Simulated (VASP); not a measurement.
# Ag (P6_3/mmc) in VASP: further runs

Ag is run at these levels: PBE; tasks: single point.

Everything below comes from runs of VASP 6.6.1. Logs are shortened: lines on timing, memory, paths and dates and some standing lists are left out, and cuts for length are marked.

### Step 1. The cell of the first run

It takes space group P6_3/mmc (No. 194, hexagonal). Conventional cell: a = 2.828 Å, b = 2.828 Å, c = 10.000 Å, α = 90.00°, β = 90.00°, γ = 120.00°. Ag (site symmetry -6m2) has 12 Ag at 2.83 to 2.99 Å within 3.7 Å. Within 3.7 Å of Ag (site symmetry -3m) lie 12 Ag at 2.83 to 2.99 Å.

### Step 2. Single point, PBE (equal xx and yy strain of -2 %)

Input file INCAR:

```
SYSTEM = Ag
PREC     = Accurate       ! precision mode
ENCUT    = 520            ! plane-wave cutoff, eV
EDIFF    = 1E-6           ! SCF threshold, eV
ISMEAR   = -1             ! smearing method
SIGMA    = 0.08           ! smearing width, eV
LREAL    = .False.        ! projectors in reciprocal space
LASPH    = .True.         ! aspherical terms in the spheres
NELM     = 60             ! most SCF steps
ALGO     = Normal         ! electronic algorithm
ISIF     = 2              ! what is computed and relaxed
LWAVE    = .False.        ! write WAVECAR
LCHARG   = .False.        ! write CHGCAR
GGA      = PE             ! functional
NBANDS   = 30             ! bands
```

Input file KPOINTS:

```
regular mesh
0
Gamma
  14 14 4
  0 0 0
```

Input file POSCAR:

```
Ag
1.0
    2.8284749304      0.0000000000      0.0000000000
   -1.4142374652      2.4495311438      0.0000000000
    0.0000000000      0.0000000000     10.0000000000
Ag
4
Direct
    0.3333333333      0.6666666667      0.2500000000
    0.6666666667      0.3333333333      0.7500000000
    0.0000000000      0.0000000000      0.0000000000
    0.0000000000      0.0000000000      0.5000000000
```

Potentials or basis: VASP PAW PBE potentials, release 64 (Ag).

The run is started by

```sh
> cat potpaw_PBE.64/Ag/POTCAR > POTCAR
> mpirun -np 1 vasp_std > vasp.out
```

OUTCAR:

```text
SYSTEM = Ag
   PREC = Accurate
   ENCUT = 520
   EDIFF = 1E-6
   ISMEAR = -1
   LREAL = .False.
   LASPH = .True.
   NELM = 60
   ISIF = 2
   GGA = PE

 ion  position               nearest neighbor table
   1  0.333  0.667  0.250-   3 2.99   4 2.99   3 2.99   4 2.99   3 2.99   4 2.99
   2  0.667  0.333  0.750-   3 2.99   4 2.99   3 2.99   4 2.99   3 2.99   4 2.99
   3  0.000  0.000  0.000-   1 2.99   2 2.99   2 2.99   1 2.99   2 2.99   1 2.99
   4  0.000  0.000  0.500-   1 2.99   2 2.99   2 2.99   1 2.99   2 2.99   1 2.99

  LATTYP: Found a hexagonal cell.
 ALAT       =     2.8284749304
 C/A-ratio  =     3.5354741499

  Lattice vectors:

 A1 = (   2.8284749304,   0.0000000000,   0.0000000000)
 A2 = (  -1.4142374652,   2.4495311438,   0.0000000000)
 A3 = (   0.0000000000,   0.0000000000,  10.0000000000)

Analysis of symmetry for initial positions (statically):
=====================================================================
 Subroutine PRICEL returns:
 Original cell was already a primitive cell.

 Routine SETGRP: Setting up the symmetry group for a
 hexagonal supercell.

 Subroutine GETGRP returns: Found 24 space group operations
 (whereof 12 operations were pure point group operations)
 out of a pool of 24 trial point group operations.

The static configuration has the point symmetry D_3d.
 The point group associated with its full space group is D_6h.

Analysis of symmetry for dynamics (positions and initial velocities):
=====================================================================
 Subroutine PRICEL returns:
 Original cell was already a primitive cell.

 Routine SETGRP: Setting up the symmetry group for a
 hexagonal supercell.

 Subroutine GETGRP returns: Found 24 space group operations
 (whereof 12 operations were pure point group operations)
 out of a pool of 24 trial point group operations.

The dynamic configuration has the point symmetry D_3d.
 The point group associated with its full space group is D_6h.

 Subroutine INISYM returns: Found 24 space group operations
 (whereof 12 operations are pure point group operations),
 and found     1 'primitive' translations

----------------------------------------------------------------------------------------

                                     Primitive cell

  volume of cell :      69.2844

  direct lattice vectors                    reciprocal lattice vectors
     2.828474930  0.000000000  0.000000000     0.353547415  0.204120695  0.000000000
    -1.414237465  2.449531144  0.000000000     0.000000000  0.408241390  0.000000000
     0.000000000  0.000000000 10.000000000     0.000000000  0.000000000  0.100000000

  length of vectors
     2.828474930  2.828474930 10.000000000     0.408241390  0.408241390  0.100000000

  position of ions in fractional coordinates (direct lattice)
     0.333333333  0.666666667  0.250000000
     0.666666667  0.333333333  0.750000000
     0.000000000  0.000000000  0.000000000
     0.000000000  0.000000000  0.500000000

  ion indices of the primitive-cell ions
   primitive index   ion index
                 1           1
                 2           2
                 3           3
                 4           4

----------------------------------------------------------------------------------------

 KPOINTS: regular mesh

Automatic generation of k-mesh.
 Grid dimensions read from file:
 generate k-points for:   14   14    4

 Generating k-lattice:

  Cartesian coordinates                     Fractional coordinates (reciprocal lattice)
     0.025253387  0.014580050  0.000000000     0.071428571  0.000000000  0.000000000
     0.000000000  0.029160099  0.000000000     0.000000000  0.071428571  0.000000000
     0.000000000  0.000000000  0.025000000     0.000000000  0.000000000  0.250000000

  Length of vectors
     0.029160099  0.029160099  0.025000000

  Shift w.r.t. Gamma in fractional coordinates (k-lattice)
     0.000000000  0.000000000  0.000000000

 Subroutine IBZKPT returns following result:
 ===========================================

 Found     72 irreducible k-points:

 Following reciprocal coordinates:
            Coordinates               Weight
  0.000000  0.000000  0.000000      1.000000
  0.071429 -0.000000  0.000000      6.000000
  0.142857 -0.000000  0.000000      6.000000
  0.214286 -0.000000  0.000000      6.000000
  0.285714 -0.000000  0.000000      6.000000
  0.357143 -0.000000  0.000000      6.000000
[... 16 lines left out ...]
  0.285714  0.285714  0.000000      6.000000
  0.357143  0.285714  0.000000      6.000000
 [... further k-points ...]
   k-points           NKPTS =     72   k-points in BZ     NKDIM =     72   number of bands    NBANDS=     30
   number of dos      NEDOS =    301   number of ions     NIONS =      4
   total plane-waves  NPLWV =  46080
   dimension x,y,z NGX =    24 NGY =   24 NGZ =   80
   dimension x,y,z NGXF=    48 NGYF=   48 NGZF=  160
   ions per type =               4
   NGX,Y,Z   is equivalent  to a cutoff of  14.11, 14.11, 13.30 a.u.
   NGXF,Y,Z  is equivalent  to a cutoff of  28.21, 28.21, 26.60 a.u.
 SYSTEM =  Ag
   PREC   = accura    normal or accurate (medium, high low for compatibility)
   ISTART =      0    job   : 0-new  1-cont  2-samecut
   ICHARG =      2    charge: 1-file 2-atom 10-const
   ISPIN  =      1    spin polarized calculation?
   LNONCOLLINEAR =      F non collinear calculations
   LSORBIT =      F    spin-orbit coupling
   LASPH  =      T    aspherical Exc in radial PAW
   ENCUT  =  520.0 eV  38.22 Ry    6.18 a.u.   5.26  5.26 18.59*2*pi/ulx,y,z
   NELM   =     60;   NELMIN=  2; NELMDL= -5     # of ELM steps
   EDIFF  = 0.1E-05   stopping-criterion for ELM
   LREAL  =      F    real-space projection
   EDIFFG = 0.1E-04   stopping-criterion for IOM
   NSW    =      0    number of steps for IOM
   IBRION =     -1    ionic relax: 0-MD 1-quasi-New 2-CG
   NFREE  =      0    steps in history (QN), initial steepest desc. (CG)
   ISIF   =      2    stress and relaxation
   ISYM   =      2    0-nonsym 1-usesym 2-fastsym
   POTIM  = 0.5000    time-step for ionic-motion
   TEBEG  =    0.0;   TEEND  =   0.0 temperature during run
   PSTRESS=    0.0 pullay stress
   NELECT =      44.0000    total number of electrons
   NUPDOWN=      -1.0000    fix difference up-down
   EMIN   =  10.00;   EMAX   =-10.00  energy-range for DOS
   EFERMI =   0.00;   METHOD = LEGACY
   ISMEAR =    -1;   SIGMA  =   0.08  broadening in eV -4-tet -1-fermi 0-gaus
   EFERMI_NEDOS =   21; number of points for ismear=-14 and -15
   IALGO  =     38    algorithm
   IMIX   =      4    mixing-type and parameters
     AMIX     =   0.40;   BMIX     =  1.00
     AMIX_MAG =   1.60;   BMIX_MAG =  1.00
  volume/ion in A,a.u.               =      17.32       116.89
  Fermi-wavevector in a.u.,A,eV,Ry     =   1.407172  2.659170 26.941359  1.980134
  Thomas-Fermi vector in A             =   2.529458
   LORBIT       =      0    0 simple, 1 ext, 2 COOP (PROOUT), +10 PAW based schemes
   GGA     = PE    functional components
   LHFCALC =     F    Hartree Fock is set to
   AEXX    =    0.0000 exact exchange contribution
   IVDW    =     0    specifies the selected vdW correction
   LEPSILON=     F    determine dielectric tensor
   LRPA    =     F    only Hartree local field effects (RPA)
 non-spin polarized calculation
  energy-cutoff  :      520.00
  volume of cell :       69.28
 maximum number of plane-waves:      1882
 NGX is ok and might be reduce to    24
   NGX = 11   NGY = 11   NGZ = 37

 number of electron      44.0000007 magnetization

 Free energy of the ion-electron system (eV)
  ---------------------------------------------------
  ext. energy  EPLUGINS =         0.00000000
  ---------------------------------------------------
  free energy    TOTEN  =       -10.75609967 eV

  energy without entropy =      -10.72905061  energy(sigma->0) =      -10.74257514

 E-fermi :   8.2254     XC(G=0): -12.1102

 val. band max:        8.1681225185   @ k =   0.4286   0.0714   0.0000
 cond. band min:       8.2421551732   @ k =   0.4286   0.0714   0.2500
 fundamental gap:      0.0740326547
 Fermi energy:         8.2254317365

 k-point     1 :       0.0000    0.0000    0.0000
  band No.  band energies     occupation
      1       0.5574      2.00000
      2       1.6968      2.00000
      3       1.7004      2.00000
      4       1.8106      2.00000
      5       3.1425      2.00000
      6       3.4774      2.00000
[... 22 lines left out ...]
     29      24.2897      0.00000
     30      25.2135      0.00000

 k-point     2 :       0.0714   -0.0000    0.0000
  band No.  band energies     occupation
      1       0.7081      2.00000
      2       1.8321      2.00000
      3       1.8345      2.00000
      4       1.9105      2.00000
      5       3.1756      2.00000
      6       3.3838      2.00000
[... 22 lines left out ...]
     29      24.0770      0.00000
     30      24.8213      0.00000

 k-point     3 :       0.1429   -0.0000    0.0000
  band No.  band energies     occupation
      1       1.1354      2.00000
      2       2.1440      2.00000
      3       2.1832      2.00000
      4       2.2032      2.00000
      5       3.1197      2.00000
      6       3.2259      2.00000
[... 22 lines left out ...]
     29      23.3908      0.00000
     30      23.4371      0.00000

 k-point     4 :       0.2143   -0.0000    0.0000
  band No.  band energies     occupation
      1       1.7227      2.00000
      2       2.3145      2.00000
      3       2.4542      2.00000
      4       2.5428      2.00000
      5       2.8990      2.00000
      6       2.9726      2.00000
[... 22 lines left out ...]
     29      21.1037      0.00000
     30      21.1341      0.00000

 k-point     5 :       0.2857   -0.0000    0.0000
  band No.  band energies     occupation
      1       2.1032      2.00000
      2       2.2272      2.00000
      3       2.3331      2.00000
      4       2.5064      2.00000
      5       2.7357      2.00000
      6       2.8283      2.00000
[... 22 lines left out ...]
     29      19.2541      0.00000
     30      19.5281      0.00000
[... 526 lines left out ...]
     29      15.9391      0.00000
     30      17.3944      0.00000

 k-point    22 :       0.3571    0.2143    0.0000
  band No.  band energies     occupation
      1       2.3429      2.00000
      2       2.4364      2.00000
      3       2.5427      2.00000
      4       2.8202      2.00000
      5       2.8676      2.00000
      6       2.9262      2.00000
[... 22 lines left out ...]
     29      16.3523      0.00000
     30      17.0563      0.00000

 k-point    23 :       0.2857    0.2857    0.0000
  band No.  band energies     occupation
      1       2.5890      2.00000
      2       2.6025      2.00000
      3       2.6128      2.00000
      4       2.8758      2.00000
      5       2.9313      2.00000
      6       3.1055      2.00000
[... 22 lines left out ...]
     29      15.1689      0.00000
     30      15.8477      0.00000

 k-point    24 :       0.3571    0.2857    0.0000
  band No.  band energies     occupation
      1       2.5719      2.00000
      2       2.6959      2.00000
      3       2.8004      2.00000
      4       2.8691      2.00000
      5       2.9019      2.00000
      6       3.0195      2.00000
[... 22 lines left out ...]
     29      15.0415      0.00000
     30      17.1769      0.00000

 [... further k-points ...]
[... 5 lines left out ...]
  --------------------------------------------------------------------------------------
  -------------------------------------------------------------------------------------
  Total        2.8433004      2.8433004     -0.7293324      0.0000000     -0.0000000      0.0000000
  in kB       65.7503436     65.7503437    -16.8655607      0.0000000     -0.0000000      0.0000000
  external PRESSURE =      38.2117089 kB  Pullay stress =       0.0000000 kB

 VOLUME and BASIS-vectors are now :
 -----------------------------------------------------------------------------
  energy-cutoff  :      520.00
  volume of cell :       69.28
      direct lattice vectors                 reciprocal lattice vectors
     2.828474930  0.000000000  0.000000000     0.353547415  0.204120695  0.000000000
    -1.414237465  2.449531144  0.000000000     0.000000000  0.408241390  0.000000000
     0.000000000  0.000000000 10.000000000     0.000000000  0.000000000  0.100000000

 POSITION                                       TOTAL-FORCE (eV/Angst)
 -----------------------------------------------------------------------------------
     -0.00000      1.63302      2.50000        -0.000000      0.000000      0.000000
      1.41424      0.81651      7.50000         0.000000      0.000000     -0.000000
      0.00000      0.00000      0.00000         0.000000      0.000000      0.000000
      0.00000      0.00000      5.00000         0.000000      0.000000      0.000000
 -----------------------------------------------------------------------------------
    total drift:                               -0.000000      0.000000     -0.000000

  FREE ENERGIE OF THE ION-ELECTRON SYSTEM (eV)
  ---------------------------------------------------
  free  energy   TOTEN  =       -10.7560996738 eV

  energy  without entropy=      -10.7290506071  energy(sigma->0) =      -10.74257514
```

Wall time 94 s (1 thread of AMD EPYC 7R13 (Zen 3), shared host); peak memory 0.24 GiB.

What came out:

```
Free energy            : -10.7561 eV
Pressure               : 3.8 GPa
Band gap on the k mesh : zero (band 22 reaches 11.46 eV, above the bottom of band 23 at 5.11 eV)
```

Caveat: the cell differs from its parent crystal (equal xx and yy strain of -2 %).

### Step 3. Single point, PBE (equal xx and yy strain of +1 %)

Input file INCAR:

```
SYSTEM = Ag
ALGO = Normal
EDIFF = 1E-6
ENCUT = 520
GGA = PE
ISIF = 2
ISMEAR = -1
LASPH = .TRUE.
LCHARG = .FALSE.
LREAL = .FALSE.
LWAVE = .FALSE.
NBANDS = 30
NELM = 100
PREC = Accurate
SIGMA = 0.08
```

Input file KPOINTS:

```
k-points
0
G
  14 14 4
  0 0 0
```

POSCAR, as its differences from that of step 2:

```diff
@@ -2,4 +2,4 @@
 1.0
-    2.8284749304      0.0000000000      0.0000000000
-   -1.4142374652      2.4495311438      0.0000000000
+    2.9150608977      0.0000000000      0.0000000000
+   -1.4575304488      2.5245167910      0.0000000000
     0.0000000000      0.0000000000     10.0000000000
```

Potentials or basis: VASP PAW PBE potentials, release 64 (Ag).

The run is started by

```sh
> cat potpaw_PBE.64/Ag/POTCAR > POTCAR
> mpirun -np 1 vasp_std > vasp.out
```

It took 2 min on 1 thread of AMD EPYC 7R13 (Zen 3), shared host; peak memory 0.24 GiB.

It converged, with:

```
Free energy            : -10.8251 eV
Pressure               : -2.2 GPa
Band gap on the k mesh : zero (band 22 reaches 10.36 eV, above the bottom of band 23 at 4.36 eV)
```

Stress tensor (GPa, compression positive):
```
-0.98  0.00  0.00
 0.00 -0.98  0.00
 0.00  0.00 -4.69
```

Levels at points of the mesh, in eV from the Fermi level:
| k point | band 19 | band 20 | band 21 | band 22 | band 23 | band 24 | band 25 | band 26 |
| --- | --- | --- | --- | --- | --- | --- | --- | --- |
| (0.00, 0.00, 0.00) | -3.43 | -3.31 | -3.31 | -3.00 | -3.00 | -0.49 | 2.60 | 9.60 |
| (0.50, 0.00, 0.00) | -2.76 | -2.73 | 0.10 | 0.92 | 1.12 | 1.64 | 4.10 | 4.13 |
| (0.00, 0.00, 0.50) | -3.11 | -3.11 | -3.11 | -3.11 | -2.44 | -2.44 | 5.32 | 5.32 |
| (0.50, 0.00, 0.50) | -2.74 | -2.74 | 0.44 | 0.44 | 1.49 | 1.49 | 4.47 | 4.47 |

Caveat: the cell differs from its parent crystal (equal xx and yy strain of +1 %).

### Step 4. Single point, PBE (equal xx and yy strain of +3 %)

INCAR, as its differences from that of step 3:

```diff
@@ -2,3 +2,3 @@
 ALGO = Normal
-EDIFF = 1E-6
+EDIFF = 1E-7
 ENCUT = 520
```

KPOINTS is that of step 3.

POSCAR, as its differences from that of step 3:

```diff
@@ -2,4 +2,4 @@
 1.0
-    2.9150608977      0.0000000000      0.0000000000
-   -1.4575304488      2.5245167910      0.0000000000
+    2.9727848759      0.0000000000      0.0000000000
+   -1.4863924379      2.5745072226      0.0000000000
     0.0000000000      0.0000000000     10.0000000000
```

The run is started by

```sh
> cat potpaw_PBE.64/Ag/POTCAR > POTCAR
> mpirun -np 1 vasp_std > vasp.out
```

It took 3.1 min on 1 thread of AMD EPYC 7R13 (Zen 3), shared host; peak memory 0.24 GiB.

Results (log left out):

| Property | Result |
| --- | --- |
| Free energy | -10.7757 eV |
| Pressure | -5.0 GPa |
| Band gap on the k mesh | zero (band 22 reaches 9.69 eV, above the bottom of band 23 at 3.90 eV) |

Stress tensor (GPa, compression positive):
```
-4.36  0.00  0.00
 0.00 -4.36  0.00
 0.00  0.00 -6.34
```

Levels at points of the mesh, in eV from the Fermi level:
```csv
k point,band 19,band 20,band 21,band 22,band 23,band 24,band 25,band 26
"(0.00, 0.00, 0.00)",-3.41,-3.28,-3.28,-2.97,-2.97,-0.26,2.66,9.72
"(0.50, 0.00, 0.00)",-2.79,-2.76,0.11,0.95,1.01,1.54,3.83,3.88
"(0.00, 0.00, 0.50)",-3.09,-3.09,-3.09,-3.09,-2.26,-2.26,5.41,5.41
"(0.50, 0.00, 0.50)",-2.77,-2.77,0.43,0.43,1.40,1.40,4.28,4.28
```

Caveat: the cell differs from its parent crystal (equal xx and yy strain of +3 %).

### Step 5. The runs side by side

| cell | gap on the mesh (eV) | pressure (GPa) |
| --- | --- | --- |
| a = 2.828, b = 2.828, c = 10.000 Å, angles 90.0, 90.0, 120.0°, 4 atoms | none | 3.8 |
| a = 2.915, b = 2.915, c = 10.000 Å, angles 90.0, 90.0, 120.0°, 4 atoms | none | -2.2 |
| a = 2.973, b = 2.973, c = 10.000 Å, angles 90.0, 90.0, 120.0°, 4 atoms | none | -5.0 |

Alike in all rows: task single point; level PBE; potentials or basis VASP PAW PBE potentials, release 64 (Ag); no spin polarisation; k mesh 14 × 14 × 4; cutoff (eV) 520; smearing fermi-dirac 0.08 eV.

Total energies depend on the potentials used, so only differences within one code and one set of settings carry meaning.
